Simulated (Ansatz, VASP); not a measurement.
**One calculation of KF, two programs**

```xyz
2
Lattice="0.0000 2.6590 2.6590 2.6590 0.0000 2.6590 2.6590 2.6590 0.0000" Properties=species:S:1:pos:R:3 pbc="T T T"
K     0.0000    0.0000    0.0000
F     2.6590    2.6590    2.6590
```

Alike in both runs: task single point; functional LDA; k mesh 8 × 8 × 8; no spin polarisation.

```csv
,VASP,Ansatz
version,VASP 6.6.1,Ansatz 0.2.0
potentials or method,"VASP PAW LDA potentials, release 64 (K_sv, F)","plane waves, PAW"
plane-wave cutoff (eV),520,420
occupations,"gaussian, width 0.01 eV",fixed
valence electrons in the cell,16,16
```

```csv
,VASP,Ansatz,Ansatz less VASP
gap on the k mesh at the Fermi level (eV),5.87,5.88,+0.017
pressure (GPa),-3.0,-3.1,-0.11
```

LDA's correlation is that of Perdew and Zunger in VASP and of Perdew and Wang (1992) in Ansatz.
